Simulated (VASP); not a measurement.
A run of VASP 6.6.1:

INCAR

```
SYSTEM = LiMg
ALGO = Fast
EDIFF = 1E-6
ENCUT = 520
ISIF = 2
ISMEAR = 0
LASPH = .TRUE.
LCHARG = .FALSE.
LREAL = .FALSE.
LWAVE = .FALSE.
NBANDS = 10
NELM = 80
PREC = Accurate
SIGMA = 0.15
```

Contents of KPOINTS:

```
k-points
0
G
  18 18 18
  0 0 0
```

POSCAR

```
LiMg
1.0
    1.5457510101      0.8924397618      4.8269994937
   -1.5457510101      0.8924397618      4.8269994937
    0.0000000000     -1.7848795236      4.8269994937
Li Mg
1 1
Direct
    0.0000000000      0.0000000000      0.0000000000
    0.5000000000      0.5000000000      0.5000000000
```

Potentials or basis: VASP PAW LDA potentials, release 64 (Li_sv, Mg).

The run is started by

```console
$ cat potpaw_LDA.64/Li_sv/POTCAR potpaw_LDA.64/Mg/POTCAR > POTCAR
$ mpirun -np 1 vasp_std > vasp.out
```

Hardware: 1 thread of Intel Xeon 6975P-C, with other jobs on the host.

Task: How long does it take, and how much memory?

Result: It took 11 min on 1 thread of Intel Xeon 6975P-C, on a shared host, peak memory 0.4 GiB. Counts: scf iterations 12, k points 580.
